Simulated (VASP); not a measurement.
Here is a VASP 6.6.1 calculation.

Contents of INCAR:

```
PREC     = Accurate       # precision mode
ENCUT    = 520            # plane-wave cutoff, eV
EDIFF    = 1E-7           # SCF threshold, eV
ISMEAR   = 0              # smearing method
SIGMA    = 0.15           # smearing width, eV
LREAL    = F              # projectors in reciprocal space
LASPH    = T              # aspherical terms in the spheres
NELM     = 60             # most SCF steps
ALGO     = Normal         # electronic algorithm
ISIF     = 2              # what is computed and relaxed
LWAVE    = F              # write WAVECAR
LCHARG   = T              # write CHGCAR
GGA      = PE             # functional
LELF     = T              # ELF
LVHAR    = T            
NBANDS   = 25             # bands
```

File KPOINTS:

```
Automatic mesh
0
Gamma
  16 16 10
```

The input POSCAR:

```
CuO
1.0
    2.1854908135     -2.1865399283      0.1548170333
    2.1854908135      2.1865399283      0.1548170333
   -0.4237088622      0.0000000000      4.8785102086
Cu O
2 2
Direct
    0.0000000000      0.5000000000      0.0000000000
    0.5000000000      0.0000000000      0.5000000000
    0.5000828497      0.4999171503      0.2500000000
    0.4999171503      0.5000828497      0.7500000000
```

Potentials or basis: VASP PAW PBE potentials, release 64 (Cu, O).

Launch:

```bash
$ cat potpaw_PBE.64/Cu/POTCAR potpaw_PBE.64/O/POTCAR > POTCAR
$ mpirun -np 1 vasp_std > vasp.out
```

(1) What does it give for the largest force?

(2) What does it give for the band gap on the k mesh?

Results:

(1) 0.073 eV/Å.

(2) zero (band 17 reaches 5.02 eV, above the bottom of band 18 at 3.63 eV).

Caveat: the cell differs from its parent crystal (strain +0.050 along x and y, -0.050 along z); semilocal functionals often make such compounds metallic where correlation or magnetic order opens a gap, which also shifts bond lengths.
